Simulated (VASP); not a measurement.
Set up this calculation in VASP 6.6.1, as the native input.

```yaml
Task: single point
Functional: LDA
Potentials_or_basis: VASP PAW LDA potentials, release 64 (Sr_sv, Mg)
Cutoff: 520 eV
k_mesh: 12 × 12 × 12
Occupations: gaussian, width 0.15 eV
Spin: no spin polarisation
Dipole_correction: no
Further_INCAR_settings: ALGO = Fast; EDIFF = 1e-06; NBANDS = 13
```

The structure of SrMg lies in POSCAR:

```
SrMg
1.0
    3.7830000000      0.0000000000      0.0000000000
    0.0000000000      3.7830000000      0.0000000000
    0.0000000000      0.0000000000      4.0170000000
Sr Mg
1 1
Direct
    0.5000000000      0.5000000000      0.5000000000
    0.0000000000      0.0000000000      0.0000000000
```

This cell differs from its parent crystal: strain -0.030 along x and y, +0.030 along z.

These files were run (other wordings do the same):

INCAR

```
SYSTEM = SrMg
ALGO     = Fast           ! electronic algorithm
EDIFF    = 1E-6           ! SCF threshold, eV
ENCUT    = 520            ! plane-wave cutoff, eV
GGA      = CA             ! functional
ISIF     = 2              ! what is computed and relaxed
ISMEAR   = 0              ! smearing method
LASPH    = .TRUE.         ! aspherical terms in the spheres
LCHARG   = .FALSE.        ! write CHGCAR
LREAL    = .FALSE.        ! projectors in reciprocal space
LWAVE    = .FALSE.        ! write WAVECAR
NBANDS   = 13             ! bands
NELM     = 100            ! most SCF steps
PREC     = Accurate       ! precision mode
SIGMA    = 0.15           ! smearing width, eV
```

KPOINTS

```
k-points
0
G
  12 12 12
  0 0 0
```

Potentials or basis: VASP PAW LDA potentials, release 64 (Sr_sv, Mg).

The run is started by

```console
$ cat potpaw_LDA.64/Sr_sv/POTCAR potpaw_LDA.64/Mg/POTCAR > POTCAR
$ mpirun -np 1 vasp_std > vasp.out
```

It gave:

```yaml
Pressure: 4.4 GPa
Band_gap_on_the_k_mesh: zero (bands 6 and 7 overlap by 1.45 eV)
```

Caveat: the cell differs from its parent crystal (strain -0.030 along x and y, +0.030 along z); the cell stands under pressure.

Wall time 55 s on 1 thread of AMD EPYC 9R45 96-Core Processor (Zen 5), with other jobs on the host, peak memory 0.25 GiB.
